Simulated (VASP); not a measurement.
# Sr2MgAl3 (P6_3/mmc) in VASP: single point with PBE

Aim: the single point of Sr2MgAl3 with PBE.

Program: VASP 6.6.1. These are calculated values, not measurements. Logs are shortened: lines on timing, memory, paths and dates and some standing lists are left out, and cuts for length are marked.

## (1) The cell of the first run

It takes space group P6_3/mmc (No. 194, hexagonal). Conventional cell: a = 6.370 Å, b = 6.370 Å, c = 10.140 Å, α = 90.00°, β = 90.00°, γ = 120.00°. Sr (site symmetry 3m) has 9 Al at 3.66 to 3.69 Å and 4 Sr at 3.71 to 3.92 Å and 3 Mg at 3.74 Å within 4.8 Å. Within 4.2 Å of Mg (site symmetry -3m) lie 6 Al at 3.19 Å and 6 Sr at 3.74 Å. Within 4.0 Å of Al (site symmetry mm2) lie 4 Al at 3.02 to 3.35 Å and 2 Mg at 3.19 Å and 6 Sr at 3.66 to 3.69 Å.

## (2) Single point, PBE

Contents of INCAR:

```
SYSTEM = Sr2MgAl3
PREC     = Accurate       ! precision mode
ENCUT    = 520            ! plane-wave cutoff, eV
EDIFF    = 1E-6           ! SCF threshold, eV
ISMEAR   = -1             ! smearing method
SIGMA    = 0.05           ! smearing width, eV
LREAL    = .FALSE.        ! projectors in reciprocal space
LASPH    = .TRUE.         ! aspherical terms in the spheres
NELM     = 60             ! most SCF steps
ALGO     = Normal         ! electronic algorithm
ISIF     = 2              ! what is computed and relaxed
LWAVE    = .FALSE.        ! write WAVECAR
LCHARG   = .FALSE.        ! write CHGCAR
GGA      = PE             ! functional
NBANDS   = 43             ! bands
```

Contents of KPOINTS:

```
regular mesh
0
G
  6 6 4
  0 0 0
```

Contents of POSCAR:

```
Sr2MgAl3
1.0
    6.3699020700      0.0000000000      0.0000000000
   -3.1849510350      5.5164970122      0.0000000000
    0.0000000000      0.0000000000     10.1400000000
Sr Mg Al
4 2 6
Direct
    0.3333333333      0.6666666667      0.0669865290
    0.6666666667      0.3333333333      0.5669865290
    0.3333333333      0.6666666667      0.4330134710
    0.6666666667      0.3333333333      0.9330134710
    0.0000000000      0.0000000000      0.0000000000
    0.0000000000      0.0000000000      0.5000000000
    0.8246591764      0.6493183527      0.2500000000
    0.1753408236      0.8246591764      0.7500000000
    0.3506816473      0.1753408236      0.2500000000
    0.1753408236      0.3506816473      0.7500000000
    0.8246591764      0.1753408236      0.2500000000
    0.6493183527      0.8246591764      0.7500000000
```

Potentials or basis: VASP PAW PBE potentials, release 64 (Sr_sv, Mg, Al).

On the command line:

```
$ cat potpaw_PBE.64/Sr_sv/POTCAR potpaw_PBE.64/Mg/POTCAR potpaw_PBE.64/Al/POTCAR > POTCAR
$ mpirun -np 1 vasp_std > vasp.out
```

OUTCAR:

```text
SYSTEM = Sr2MgAl3
   PREC = Accurate
   ENCUT = 520
   EDIFF = 1E-6
   ISMEAR = -1
   LREAL = .FALSE.
   LASPH = .TRUE.
   NELM = 60
   ISIF = 2
   GGA = PE

 ion  position               nearest neighbor table
   1  0.333  0.667  0.067-  10 3.66   8 3.66  12 3.66   9 3.69   7 3.69  11 3.69  11 3.69   9 3.69
                             7 3.69   3 3.71   5 3.74   5 3.74   5 3.74   4 3.92   4 3.92   4 3.92
   2  0.667  0.333  0.567-   7 3.66  11 3.66   9 3.66  12 3.69  10 3.69   8 3.69   8 3.69  12 3.69
                            10 3.69   4 3.71   6 3.74   6 3.74   6 3.74   3 3.92   3 3.92   3 3.92
   3  0.333  0.667  0.433-  10 3.66   8 3.66  12 3.66   9 3.69   7 3.69  11 3.69  11 3.69   9 3.69
                             7 3.69   1 3.71   6 3.74   6 3.74   6 3.74   2 3.92   2 3.92   2 3.92
   4  0.667  0.333  0.933-   7 3.66  11 3.66   9 3.66  12 3.69  10 3.69   8 3.69   8 3.69  12 3.69
                            10 3.69   2 3.71   5 3.74   5 3.74   5 3.74   1 3.92   1 3.92   1 3.92
   5  0.000  0.000  0.000-   8 3.19  11 3.19  10 3.19   7 3.19   9 3.19  12 3.19   1 3.74   4 3.74
                             1 3.74   4 3.74   4 3.74   1 3.74
   6  0.000  0.000  0.500-   8 3.19  11 3.19  10 3.19   7 3.19   9 3.19  12 3.19   2 3.74   3 3.74
                             3 3.74   2 3.74   2 3.74   3 3.74
   7  0.825  0.649  0.250-   9 3.02  11 3.02   5 3.19   6 3.19   9 3.35  11 3.35   2 3.66   4 3.66
                             3 3.69   1 3.69   3 3.69   1 3.69
   8  0.175  0.825  0.750-  10 3.02  12 3.02   5 3.19   6 3.19  10 3.35  12 3.35   3 3.66   1 3.66
                             2 3.69   4 3.69   4 3.69   2 3.69
   9  0.351  0.175  0.250-   7 3.02  11 3.02   5 3.19   6 3.19   7 3.35  11 3.35   2 3.66   4 3.66
                             1 3.69   3 3.69   3 3.69   1 3.69
  10  0.175  0.351  0.750-   8 3.02  12 3.02   5 3.19   6 3.19   8 3.35  12 3.35   1 3.66   3 3.66
                             4 3.69   2 3.69   2 3.69   4 3.69
  11  0.825  0.175  0.250-   7 3.02   9 3.02   5 3.19   6 3.19   7 3.35   9 3.35   4 3.66   2 3.66
                             3 3.69   1 3.69   1 3.69   3 3.69
  12  0.649  0.825  0.750-  10 3.02   8 3.02   5 3.19   6 3.19  10 3.35   8 3.35   1 3.66   3 3.66
                             2 3.69   4 3.69   2 3.69   4 3.69

  LATTYP: Found a hexagonal cell.
 ALAT       =     6.3699020700
 C/A-ratio  =     1.5918612074

  Lattice vectors:

 A1 = (   6.3699020700,   0.0000000000,   0.0000000000)
 A2 = (  -3.1849510350,   5.5164970122,   0.0000000000)
 A3 = (   0.0000000000,   0.0000000000,  10.1400000000)

Analysis of symmetry for initial positions (statically):
=====================================================================
 Subroutine PRICEL returns:
 Original cell was already a primitive cell.

 Routine SETGRP: Setting up the symmetry group for a
 hexagonal supercell.

 Subroutine GETGRP returns: Found 24 space group operations
 (whereof 12 operations were pure point group operations)
 out of a pool of 24 trial point group operations.

[... 153 lines left out ...]
  volume/ion in A,a.u.               =      29.69       200.38
  Fermi-wavevector in a.u.,A,eV,Ry     =   0.913960  1.727135 11.365267  0.835324
  Thomas-Fermi vector in A             =   2.038532
   LORBIT       =      0    0 simple, 1 ext, 2 COOP (PROOUT), +10 PAW based schemes
   GGA     = PE    functional components
   LHFCALC =     F    Hartree Fock is set to
   AEXX    =    0.0000 exact exchange contribution
   IVDW    =     0    specifies the selected vdW correction
   LEPSILON=     F    determine dielectric tensor
   LRPA    =     F    only Hartree local field effects (RPA)
 non-spin polarized calculation
  energy-cutoff  :      520.00
  volume of cell :      356.31
 maximum number of plane-waves:      9630
 NGX is ok and might be reduce to    48
   NGX = 23   NGY = 23   NGZ = 37

 number of electron      61.9999999 magnetization

 Free energy of the ion-electron system (eV)
  ---------------------------------------------------
  ext. energy  EPLUGINS =         0.00000000
  ---------------------------------------------------
  free energy    TOTEN  =       -33.46815520 eV

  energy without entropy =      -33.39028458  energy(sigma->0) =      -33.42921989

 E-fermi :   3.1382     XC(G=0):  -8.5283

 val. band max:        3.1285311535   @ k =   0.0000   0.0000   0.5000
 cond. band min:       3.1800837117   @ k =   0.1667   0.1667   0.2500
 fundamental gap:      0.0515525582
 Fermi energy:         3.1381867101

 k-point     1 :       0.0000    0.0000    0.0000
  band No.  band energies     occupation
      1     -32.6904      2.00000
      2     -32.6759      2.00000
      3     -32.6685      2.00000
      4     -32.6540      2.00000
      5     -14.8230      2.00000
      6     -14.8215      2.00000
[... 955 lines left out ...]
     42       5.6516      0.00000
     43       5.8437      0.00000

------------------------ aborting loop because EDIFF is reached ----------------------------------------

  FORCE on cell =-STRESS in cart. coord.  units (eV):
  Direction    XX          YY          ZZ          XY          YZ          ZX
  --------------------------------------------------------------------------------------
  -------------------------------------------------------------------------------------
  Total      -10.2235181    -10.2235181    -10.8696411      0.0000000      0.0000000      0.0000000
  in kB      -45.9702491    -45.9702491    -48.8755534      0.0000000      0.0000000      0.0000000
  external PRESSURE =     -46.9386839 kB  Pullay stress =       0.0000000 kB

 VOLUME and BASIS-vectors are now :
 -----------------------------------------------------------------------------
  energy-cutoff  :      520.00
  volume of cell :      356.31
      direct lattice vectors                 reciprocal lattice vectors
     6.369902070  0.000000000  0.000000000     0.156988285  0.090637228  0.000000000
    -3.184951035  5.516497012  0.000000000     0.000000000  0.181274457  0.000000000
     0.000000000  0.000000000 10.140000000     0.000000000  0.000000000  0.098619329

 POSITION                                       TOTAL-FORCE (eV/Angst)
 -----------------------------------------------------------------------------------
     -0.00000      3.67766      0.67924         0.000000     -0.000000      0.001604
      3.18495      1.83883      5.74924         0.000000     -0.000000      0.001604
     -0.00000      3.67766      4.39076         0.000000     -0.000000     -0.001604
      3.18495      1.83883      9.46076         0.000000     -0.000000     -0.001604
      0.00000      0.00000      0.00000         0.000000     -0.000000     -0.000000
      0.00000      0.00000      5.07000         0.000000     -0.000000     -0.000000
      3.18495      3.58196      2.53500        -0.000000      0.001224     -0.000000
     -1.50960      4.54923      7.60500        -0.001060      0.000612     -0.000000
      1.67536      0.96727      2.53500        -0.001060     -0.000612     -0.000000
     -0.00000      1.93453      7.60500         0.000000     -0.001224     -0.000000
      4.69455      0.96727      2.53500         0.001060     -0.000612     -0.000000
      1.50960      4.54923      7.60500         0.001060      0.000612     -0.000000
 -----------------------------------------------------------------------------------
    total drift:                               -0.000000      0.000000     -0.000000

  FREE ENERGIE OF THE ION-ELECTRON SYSTEM (eV)
  ---------------------------------------------------
  free  energy   TOTEN  =       -33.4681552025 eV

  energy  without entropy=      -33.3902845769  energy(sigma->0) =      -33.42921989
```

OSZICAR:

```text
N       E                     dE             d eps       ncg     rms          rms(c)
DAV:   1     0.309875540292E+03    0.30988E+03   -0.25584E+04  1814   0.119E+03
DAV:   2    -0.369570312022E+01   -0.31357E+03   -0.30343E+03  2109   0.250E+02
DAV:   3    -0.317736282264E+02   -0.28078E+02   -0.27632E+02  2572   0.564E+01
DAV:   4    -0.336787403880E+02   -0.19051E+01   -0.18931E+01  2740   0.139E+01
DAV:   5    -0.337554805841E+02   -0.76740E-01   -0.76729E-01  2521   0.255E+00    0.287E+01
DAV:   6    -0.335181829144E+02    0.23730E+00   -0.46439E-01  2169   0.234E+00    0.166E+01
DAV:   7    -0.334720547010E+02    0.46128E-01   -0.42873E-01  2166   0.271E+00    0.828E-01
DAV:   8    -0.334670799847E+02    0.49747E-02   -0.11069E-01  2249   0.846E-01    0.354E-01
DAV:   9    -0.334680146566E+02   -0.93467E-03   -0.10444E-02  2497   0.250E-01    0.212E-01
DAV:  10    -0.334681523001E+02   -0.13764E-03   -0.87421E-04  2273   0.984E-02    0.712E-02
DAV:  11    -0.334681541179E+02   -0.18178E-05   -0.59515E-05  2641   0.271E-02    0.232E-02
DAV:  12    -0.334681553783E+02   -0.12604E-05   -0.14280E-05  2265   0.124E-02    0.658E-03
DAV:  13    -0.334681552025E+02    0.17583E-06   -0.16889E-06  1649   0.419E-03
   1 F= -.33468155E+02 E0= -.33429220E+02  d E =-.778706E-01
```

Wall time 3.9 min (1 thread of Intel Xeon Platinum 8488C (Sapphire Rapids), shared host); peak memory 0.61 GiB.

Results:

```yaml
Free_energy: -33.4682 eV
Pressure: -4.7 GPa
Band_gap_on_the_k_mesh: zero (bands 31 and 32 overlap by 1.20 eV)
```

Caveat: the cell stands under tension.

The gap in the log of VASP goes by the Fermi energy; the results here count the filled bands.